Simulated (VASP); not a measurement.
A run of VASP 6.6.1 is set up as follows.

Contents of INCAR:

```
SYSTEM = Rh
PREC     = Accurate       ! precision mode
ENCUT    = 520            ! plane-wave cutoff, eV
EDIFF    = 1E-6           ! SCF threshold, eV
ISMEAR   = 1              ! smearing method
SIGMA    = 0.1            ! smearing width, eV
LREAL    = .False.        ! projectors in reciprocal space
LASPH    = .True.         ! aspherical terms in the spheres
NELM     = 100            ! most SCF steps
ALGO     = Normal         ! electronic algorithm
ISIF     = 2              ! what is computed and relaxed
LWAVE    = .False.        ! write WAVECAR
LCHARG   = .False.        ! write CHGCAR
GGA      = PE             ! functional
NBANDS   = 14             ! bands
```

Contents of KPOINTS:

```
regular mesh
0
Gamma
  15 15 15
  0 0 0
```

The input POSCAR:

```
Rh
1.0
    0.0000000000      1.9147365675      1.9147365675
    1.9147365675      0.0000000000      1.9147365675
    1.9147365675      1.9147365675      0.0000000000
Rh
1
Direct
    0.0000000000      0.0000000000      0.0000000000
```

Potentials or basis: VASP PAW PBE potentials, release 64 (Rh_pv).

The run is started by

```console
$ cat potpaw_PBE.64/Rh_pv/POTCAR > POTCAR
$ mpirun -np 1 vasp_std > vasp.out
```

What does it give for the pressure?

0.0 GPa.

Predict the band gap on the k mesh.

zero (an odd number of electrons rules out a gap without spin polarisation).
